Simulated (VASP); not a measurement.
Wanted: the native input for a VASP 6.6.1 run.

```
Task                   : single point
Functional             : r2SCAN
Potentials or basis    : VASP PAW PBE potentials, release 64 (Lu, H, Rh_pv)
Cutoff                 : 520 eV
k mesh                 : 5 × 5 × 5
Occupations            : fermi-dirac, width 0.1 eV
Spin                   : no spin polarisation
Dipole correction      : no
Further INCAR settings : ALGO = Normal; EDIFF = 1e-06; NBANDS = 70
```

The system is Lu4H4Rh.

```
Lu H Rh
1.0
     0.00000    0.00000    4.84929
     3.73630   -3.73630    2.42464
     3.73630    3.73630   -2.42464
Lu H Rh
4 4 1
Direct
  0.21100 0.18400 0.60600
  0.39500 0.39400 0.18400
  0.78900 0.81600 0.39400
  0.60500 0.60600 0.81600
  0.29200 0.77400 0.35800
  0.06600 0.64200 0.77400
  0.70800 0.22600 0.64200
  0.93400 0.35800 0.22600
  0.00000 0.00000 0.00000
```

These files were run (other wordings do the same):

POSCAR

```
Lu4H4Rh
1.0
    0.0000000000      0.0000000000      4.8492890000
    3.7362990000     -3.7362990000      2.4246440000
    3.7362990000      3.7362990000     -2.4246440000
Lu H Rh
4 4 1
Direct
    0.2110000000      0.1840000000      0.6060000000
    0.3950000000      0.3940000000      0.1840000000
    0.7890000000      0.8160000000      0.3940000000
    0.6050000000      0.6060000000      0.8160000000
    0.2920000000      0.7740000000      0.3580000000
    0.0660000000      0.6420000000      0.7740000000
    0.7080000000      0.2260000000      0.6420000000
    0.9340000000      0.3580000000      0.2260000000
    0.0000000000      0.0000000000      0.0000000000
```

INCAR.step1

```
SYSTEM = Lu4H4Rh
ALGO = Normal
EDIFF = 1E-4
ENCUT = 520
GGA = PE
ISMEAR = -1
LASPH = .TRUE.
LCHARG = .FALSE.
LREAL = .FALSE.
LWAVE = .TRUE.
NBANDS = 70
NELM = 80
PREC = Accurate
SIGMA = 0.1
```

INCAR.step2

```
SYSTEM = Lu4H4Rh
ALGO = Normal
EDIFF = 1E-6
ENCUT = 520
ISIF = 2
ISMEAR = -1
ISTART = 1
LASPH = .TRUE.
LCHARG = .FALSE.
LMIXTAU = .TRUE.
LREAL = .FALSE.
LWAVE = .FALSE.
METAGGA = R2SCAN
NBANDS = 70
NELM = 80
PREC = Accurate
SIGMA = 0.1
```

KPOINTS

```
k-points
0
G
  5 5 5
  0 0 0
```

Potentials or basis: VASP PAW PBE potentials, release 64 (Lu, H, Rh_pv).

The run is started by

```bash
$ cat potpaw_PBE.64/Lu/POTCAR potpaw_PBE.64/H/POTCAR potpaw_PBE.64/Rh_pv/POTCAR > POTCAR
$ cp INCAR.step1 INCAR
$ mpirun -np 1 vasp_std > vasp.out
$ cp INCAR.step2 INCAR
$ mpirun -np 1 vasp_std > vasp.out
```

It gave:

```
Pressure               : -8.0 GPa
Largest force          : 0.738 eV/Å
Band gap on the k mesh : zero (an odd number of electrons rules out a gap without spin polarisation)
```

Caveat: the cell stands under tension; the PAW data sets were made with another functional, which shifts forces and pressure a little; spin-orbit coupling is left out, which moves the levels of the heavy elements.

It took 16 min on 1 thread of Intel(R) Xeon(R) Platinum 8259CL CPU @ 2.50GHz (Skylake/Cascade Lake), with other jobs on the host, peak memory 0.41 GiB.
